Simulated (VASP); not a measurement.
# Dy2H (P6/mmm) in VASP: further runs

Runs on Dy2H. Level: PBE. Tasks: single point.

Program: VASP 6.6.1. These are calculated values, not measurements. Logs are shortened: lines on timing, memory, paths and dates and some standing lists are left out, and cuts for length are marked.

### Step 1. The cell of the first run

The structure is hexagonal, space group P6/mmm (No. 191). Conventional cell: a = 3.400 Å, b = 3.400 Å, c = 7.385 Å, α = 90.00°, β = 90.00°, γ = 120.00°. Within 2.7 Å of Dy (site symmetry 6mm) lie 1 H at 2.01 Å. H (site symmetry 6/mmm) has 2 Dy at 2.01 Å within 2.7 Å.

The cell was built from a structure type or drawn by symmetry, and may not be a known phase.

### Step 2. Single point, PBE

Contents of INCAR:

```
PREC = Accurate ; ENCUT = 500
EDIFF = 1E-6 ; ISMEAR = 0
SIGMA = 0.2 ; LREAL = False
LASPH = True ; NELM = 200
ALGO = Normal ; ISIF = 2
LWAVE = False ; LCHARG = True
GGA = PE ; LELF = True
LVHAR = True ; NBANDS = 16
GGA_COMPAT = False ; LMAXMIX = 6
```

Contents of KPOINTS:

```
regular mesh
0
Gamma
  7 7 3
```

Contents of POSCAR:

```
Dy2H
1.0
    3.4004285135      0.0000000000      0.0000000000
   -1.7002142568      2.9448574765      0.0000000000
    0.0000000000      0.0000000000      7.3846417993
Dy H
2 1
Direct
    0.0000000000      0.0000000000      0.7282872128
    0.0000000000      0.0000000000      0.2717127872
    0.0000000000      0.0000000000      0.0000000000
```

Potentials or basis: VASP PAW PBE potentials, release 64 (Dy_3, H), 4f in core.

Run with:

```console
> cat potpaw_PBE.64/Dy_3/POTCAR potpaw_PBE.64/H/POTCAR > POTCAR
> mpirun -np 1 vasp_std > vasp.out
```

OUTCAR:

```text
PREC = Accurate
   ENCUT = 500
   EDIFF = 1E-6
   ISMEAR = 0
   LREAL = False
   LASPH = True
   NELM = 200
   ISIF = 2
   GGA = PE

 ion  position               nearest neighbor table
   1  0.000  0.000  0.728-   3 2.01   2 3.37
   2  0.000  0.000  0.272-   3 2.01   1 3.37
   3  0.000  0.000  0.000-   1 2.01   2 2.01

  LATTYP: Found a hexagonal cell.
 ALAT       =     3.4004285135
 C/A-ratio  =     2.1716797662

  Lattice vectors:

 A1 = (   3.4004285135,   0.0000000000,   0.0000000000)
 A2 = (  -1.7002142568,   2.9448574765,   0.0000000000)
 A3 = (   0.0000000000,   0.0000000000,   7.3846417993)

Analysis of symmetry for initial positions (statically):
=====================================================================
 Subroutine PRICEL returns:
 Original cell was already a primitive cell.

 Routine SETGRP: Setting up the symmetry group for a
 hexagonal supercell.

 Subroutine GETGRP returns: Found 24 space group operations
 (whereof 24 operations were pure point group operations)
 out of a pool of 24 trial point group operations.

The static configuration has the point symmetry D_6h.

Analysis of symmetry for dynamics (positions and initial velocities):
=====================================================================
 Subroutine PRICEL returns:
 Original cell was already a primitive cell.

 Routine SETGRP: Setting up the symmetry group for a
 hexagonal supercell.

 Subroutine GETGRP returns: Found 24 space group operations
 (whereof 24 operations were pure point group operations)
 out of a pool of 24 trial point group operations.

The dynamic configuration has the point symmetry D_6h.

 Subroutine INISYM returns: Found 24 space group operations
 (whereof 24 operations are pure point group operations),
 and found     1 'primitive' translations

----------------------------------------------------------------------------------------

                                     Primitive cell

  volume of cell :      73.9482

  direct lattice vectors                    reciprocal lattice vectors
     3.400428514  0.000000000  0.000000000     0.294080583  0.169787504  0.000000000
    -1.700214257  2.944857477  0.000000000     0.000000000  0.339575008  0.000000000
     0.000000000  0.000000000  7.384641799     0.000000000  0.000000000  0.135416182

  length of vectors
     3.400428514  3.400428514  7.384641799     0.339575008  0.339575008  0.135416182

  position of ions in fractional coordinates (direct lattice)
     0.000000000  0.000000000  0.728287213
     0.000000000  0.000000000  0.271712787
     0.000000000  0.000000000  0.000000000

  ion indices of the primitive-cell ions
   primitive index   ion index
                 1           1
                 2           2
                 3           3

----------------------------------------------------------------------------------------

 KPOINTS: regular mesh

Automatic generation of k-mesh.
 Grid dimensions read from file:
 generate k-points for:    7    7    3

 Generating k-lattice:

  Cartesian coordinates                     Fractional coordinates (reciprocal lattice)
     0.042011512  0.024255358  0.000000000     0.142857143 -0.000000000  0.000000000
     0.000000000  0.048510715  0.000000000     0.000000000  0.142857143  0.000000000
     0.000000000  0.000000000  0.045138727     0.000000000  0.000000000  0.333333333

  Length of vectors
     0.048510715  0.048510715  0.045138727

  Shift w.r.t. Gamma in fractional coordinates (k-lattice)
     0.000000000  0.000000000  0.000000000

 Subroutine IBZKPT returns following result:
 ===========================================

 Found     16 irreducible k-points:

 Following reciprocal coordinates:
            Coordinates               Weight
  0.000000  0.000000  0.000000      1.000000
  0.142857  0.000000  0.000000      6.000000
  0.285714  0.000000  0.000000      6.000000
  0.428571  0.000000  0.000000      6.000000
  0.142857  0.142857  0.000000      6.000000
  0.285714  0.142857  0.000000     12.000000
[... 8 lines left out ...]
  0.428571  0.142857  0.333333     12.000000
  0.285714  0.285714  0.333333     12.000000
   k-points           NKPTS =     16   k-points in BZ     NKDIM =     16   number of bands    NBANDS=     16
   number of dos      NEDOS =    301   number of ions     NIONS =      3
   total plane-waves  NPLWV =  42336
   dimension x,y,z NGX =    28 NGY =   28 NGZ =   54
   dimension x,y,z NGXF=    56 NGYF=   56 NGZF=  108
   ions per type =               2   1
   NGX,Y,Z   is equivalent  to a cutoff of  13.69, 13.69, 12.16 a.u.
   NGXF,Y,Z  is equivalent  to a cutoff of  27.38, 27.38, 24.31 a.u.
 SYSTEM =  unknown system
   PREC   = accura    normal or accurate (medium, high low for compatibility)
   ISTART =      0    job   : 0-new  1-cont  2-samecut
   ICHARG =      2    charge: 1-file 2-atom 10-const
   ISPIN  =      1    spin polarized calculation?
   LNONCOLLINEAR =      F non collinear calculations
   LSORBIT =      F    spin-orbit coupling
   LASPH  =      T    aspherical Exc in radial PAW
   ENCUT  =  500.0 eV  36.75 Ry    6.06 a.u.   6.20  6.20 13.46*2*pi/ulx,y,z
   NELM   =    200;   NELMIN=  2; NELMDL= -5     # of ELM steps
   EDIFF  = 0.1E-05   stopping-criterion for ELM
   LREAL  =      F    real-space projection
   EDIFFG = 0.1E-04   stopping-criterion for IOM
   NSW    =      0    number of steps for IOM
   IBRION =     -1    ionic relax: 0-MD 1-quasi-New 2-CG
   NFREE  =      0    steps in history (QN), initial steepest desc. (CG)
   ISIF   =      2    stress and relaxation
   ISYM   =      2    0-nonsym 1-usesym 2-fastsym
   POTIM  = 0.5000    time-step for ionic-motion
   TEBEG  =    0.0;   TEEND  =   0.0 temperature during run
   PSTRESS=    0.0 pullay stress
   NELECT =      19.0000    total number of electrons
   NUPDOWN=      -1.0000    fix difference up-down
   EMIN   =  10.00;   EMAX   =-10.00  energy-range for DOS
   EFERMI =   0.00;   METHOD = LEGACY
   ISMEAR =     0;   SIGMA  =   0.20  broadening in eV -4-tet -1-fermi 0-gaus
   EFERMI_NEDOS =   21; number of points for ismear=-14 and -15
   IALGO  =     38    algorithm
   IMIX   =      4    mixing-type and parameters
     AMIX     =   0.40;   BMIX     =  1.00
     AMIX_MAG =   1.60;   BMIX_MAG =  1.00
  volume/ion in A,a.u.               =      24.65       166.34
  Fermi-wavevector in a.u.,A,eV,Ry     =   1.040759  1.966750 14.737554  1.083180
  Thomas-Fermi vector in A             =   2.175349
   LORBIT       =      0    0 simple, 1 ext, 2 COOP (PROOUT), +10 PAW based schemes
   GGA     = PE    functional components
   LHFCALC =     F    Hartree Fock is set to
   AEXX    =    0.0000 exact exchange contribution
   IVDW    =     0    specifies the selected vdW correction
   LEPSILON=     F    determine dielectric tensor
   LRPA    =     F    only Hartree local field effects (RPA)
 non-spin polarized calculation
 Gauss-broadening in eV      SIGMA  =   0.20
  energy-cutoff  :      500.00
  volume of cell :       73.95
 maximum number of plane-waves:      1894
 NGX is ok and might be reduce to    28
   NGX = 13   NGY = 13   NGZ = 27

 number of electron      19.0000000 magnetization

 Free energy of the ion-electron system (eV)
  ---------------------------------------------------
  ext. energy  EPLUGINS =         0.00000000
  ---------------------------------------------------
  free energy    TOTEN  =       -11.64201645 eV

  energy without entropy =      -11.57715531  energy(sigma->0) =      -11.60958588

 E-fermi :   2.3097     XC(G=0):  -9.2575

 val. band max:        2.2738209922   @ k =   0.0000   0.0000   0.0000
 cond. band min:       2.3123640459   @ k =   0.0000   0.0000   0.3333
 fundamental gap:      0.0385430538
 Fermi energy:         2.3096992590

 k-point     1 :       0.0000    0.0000    0.0000
  band No.  band energies     occupation
      1     -21.1951      2.00000
      2     -20.8004      2.00000
      3     -20.5702      2.00000
      4     -20.5702      2.00000
      5     -20.5431      2.00000
      6     -20.5431      2.00000
[... 8 lines left out ...]
     15       6.4645      0.00000
     16       6.4645      0.00000

 k-point     2 :       0.1429    0.0000    0.0000
  band No.  band energies     occupation
      1     -21.1709      2.00000
      2     -20.7822      2.00000
      3     -20.7216      2.00000
      4     -20.6900      2.00000
      5     -20.6041      2.00000
      6     -20.5763      2.00000
[... 8 lines left out ...]
     15       5.9761      0.00000
     16       6.2062      0.00000

 k-point     3 :       0.2857    0.0000    0.0000
  band No.  band energies     occupation
      1     -21.1160      2.00000
      2     -21.0466      2.00000
      3     -21.0066      2.00000
      4     -20.7402      2.00000
      5     -20.6793      2.00000
      6     -20.6500      2.00000
[... 8 lines left out ...]
     15       5.6937      0.00000
     16       6.5587      0.00000

 k-point     4 :       0.4286    0.0000    0.0000
  band No.  band energies     occupation
      1     -21.2939      2.00000
      2     -21.2478      2.00000
      3     -21.0712      2.00000
      4     -20.7387      2.00000
      5     -20.7082      2.00000
      6     -20.7065      2.00000
[... 8 lines left out ...]
     15       6.1199      0.00000
     16       7.2635      0.00000
[... 172 lines left out ...]
 k-point    14 :       0.2857    0.1429    0.3333
  band No.  band energies     occupation
      1     -21.1751      2.00000
      2     -21.1413      2.00000
      3     -21.0184      2.00000
      4     -20.7883      2.00000
      5     -20.7814      2.00000
      6     -20.7625      2.00000
[... 8 lines left out ...]
     15       5.0388      0.00000
     16       6.2084      0.00000

 k-point    15 :       0.4286    0.1429    0.3333
  band No.  band energies     occupation
      1     -21.2777      2.00000
      2     -21.2422      2.00000
      3     -20.9971      2.00000
      4     -20.8381      2.00000
      5     -20.8115      2.00000
      6     -20.7633      2.00000
[... 8 lines left out ...]
     15       5.6832      0.00000
     16       5.8918      0.00000

 k-point    16 :       0.2857    0.2857    0.3333
  band No.  band energies     occupation
      1     -21.1781      2.00000
      2     -21.1446      2.00000
      3     -20.9919      2.00000
      4     -20.9835      2.00000
      5     -20.9539      2.00000
      6     -20.7589      2.00000
[... 8 lines left out ...]
     15       4.7036      0.00000
     16       5.1697      0.00000

------------------------ aborting loop because EDIFF is reached ----------------------------------------

  FORCE on cell =-STRESS in cart. coord.  units (eV):
  Direction    XX          YY          ZZ          XY          YZ          ZX
  --------------------------------------------------------------------------------------
  -------------------------------------------------------------------------------------
  Total        0.3429443      0.3429443      0.3853112     -0.0000000      0.0000000      0.0000000
  in kB        7.4303082      7.4303082      8.3482378     -0.0000000      0.0000000      0.0000000
  external PRESSURE =       7.7362848 kB  Pullay stress =       0.0000000 kB

 VOLUME and BASIS-vectors are now :
 -----------------------------------------------------------------------------
  energy-cutoff  :      500.00
  volume of cell :       73.95
      direct lattice vectors                 reciprocal lattice vectors
     3.400428514  0.000000000  0.000000000     0.294080583  0.169787504  0.000000000
    -1.700214257  2.944857477  0.000000000     0.000000000  0.339575008  0.000000000
     0.000000000  0.000000000  7.384641799     0.000000000  0.000000000  0.135416182

 POSITION                                       TOTAL-FORCE (eV/Angst)
 -----------------------------------------------------------------------------------
      0.00000      0.00000      5.37814        -0.000000     -0.000000     -0.066843
      0.00000      0.00000      2.00650         0.000000      0.000000      0.066843
      0.00000      0.00000      0.00000         0.000000      0.000000      0.000000
 -----------------------------------------------------------------------------------
    total drift:                                0.000000      0.000000      0.000000

  FREE ENERGIE OF THE ION-ELECTRON SYSTEM (eV)
  ---------------------------------------------------
  free  energy   TOTEN  =       -11.6420164483 eV

  energy  without entropy=      -11.5771553143  energy(sigma->0) =      -11.60958588
```

Run time: 15 s. Hardware: 1 thread of AMD EPYC 9R45 (Zen 5), shared host; peak memory 0.17 GiB.

What came out:

| Property | Result |
| --- | --- |
| Free energy | -11.6420 eV |
| Pressure | 0.8 GPa |
| Largest force | 0.067 eV/Å |
| Band gap on the k mesh | zero (an odd number of electrons rules out a gap without spin polarisation) |

Forces in eV/Å, atoms in the order of the input:
```
Dy   0.000  0.000 -0.067
Dy   0.000  0.000  0.067
H    0.000  0.000  0.000
```

Caveat: spin-orbit coupling is left out, which moves the levels of the heavy elements; the 4f electrons are frozen in the core, so they carry no moment and show no levels.

### Step 3. Single point, PBE

This run uses another cell than the first one, of 26.52 Å³/atom.

Contents of INCAR:

```
PREC = Accurate ; ENCUT = 500
EDIFF = 1E-6 ; ISMEAR = 0
SIGMA = 0.2 ; LREAL = False
LASPH = True ; NELM = 200
ALGO = Normal ; ISIF = 2
LWAVE = False ; LCHARG = False
GGA = PE ; NBANDS = 16
GGA_COMPAT = False ; LMAXMIX = 6
```

Contents of KPOINTS:

```
Automatic mesh
0
Gamma
  5 5 6
```

Contents of POSCAR:

```
Dy2H
1.0
    5.4412801076      0.0000000035      0.0000000000
   -2.7206400569      4.7122868005      0.0000000000
    0.0000000000      0.0000000000      3.1033483334
Dy H
2 1
Direct
    0.3333333333      0.6666666667      0.5000000000
    0.6666666667      0.3333333333      0.5000000000
    0.0000000000      0.0000000000      0.0000000000
```

Potentials or basis: VASP PAW PBE potentials, release 64 (Dy_3, H), 4f in core.

Run with:

```console
> cat potpaw_PBE.64/Dy_3/POTCAR potpaw_PBE.64/H/POTCAR > POTCAR
> mpirun -np 1 vasp_std > vasp.out
```

Wall time 14 s (1 thread of AMD EPYC 9R45 (Zen 5), shared host); peak memory 0.16 GiB.

Results (log left out):

* Free energy: -9.0478 eV
* Pressure: 0.1 GPa
* Band gap on the k mesh: zero (an odd number of electrons rules out a gap without spin polarisation)

Levels at points of the mesh, in eV from the Fermi level:
| k point | band 6 | band 7 | band 8 | band 9 | band 10 | band 11 | band 12 | band 13 |
| --- | --- | --- | --- | --- | --- | --- | --- | --- |
| (0.00, 0.00, 0.00) | -22.94 | -5.05 | -1.17 | -0.22 | 0.34 | 0.34 | 0.68 | 0.94 |
| (0.00, 0.00, 0.50) | -23.31 | -1.74 | -1.17 | -0.99 | -0.99 | 1.52 | 1.52 | 2.19 |

Caveat: spin-orbit coupling is left out, which moves the levels of the heavy elements; the 4f electrons are frozen in the core, so they carry no moment and show no levels. Spin polarisation is off, so any magnetic state and its effect on volume and gap are missing.
